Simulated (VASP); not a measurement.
Input of a VASP 6.6.1 run:

The input INCAR:

```
  PREC = Accurate
  ENCUT = 520
  EDIFF = 1E-6
  ISMEAR = 1
  SIGMA = 0.01
  LREAL = False
  LASPH = True
  NELM = 100
  ALGO = Normal
  ISIF = 2
  LWAVE = False
  LCHARG = False
  NBANDS = 28
```

The input KPOINTS:

```
Automatic mesh
0
Gamma
  4 4 4
```

POSCAR

```
PbSe
1.0
    2.1548770000     -6.1339470000      0.0000000000
    2.1548770000      6.1339470000      0.0000000000
    0.0000000000      0.0000000000      4.4504940000
Pb Se
2 2
Direct
    0.6317610000      0.3682390000      0.7500000000
    0.3682390000      0.6317610000      0.2500000000
    0.8612900000      0.1387100000      0.7500000000
    0.1387100000      0.8612900000      0.2500000000
```

Potentials or basis: VASP PAW LDA potentials, release 64 (Pb_d, Se).

The run is started by

```sh
$ cat potpaw_LDA.64/Pb_d/POTCAR potpaw_LDA.64/Se/POTCAR > POTCAR
$ mpirun -np 1 vasp_std > vasp.out
```

(1) What does it give for the largest force?

(2) Estimate the band gap on the k mesh.

(3) What does it give for the pressure?

## Answers

(1) 0.083 eV/Å.

(2) 1.10 eV, indirect (least direct gap 1.35 eV).

(3) -3.3 GPa.

Caveat: spin-orbit coupling is left out, which moves the levels of the heavy elements.
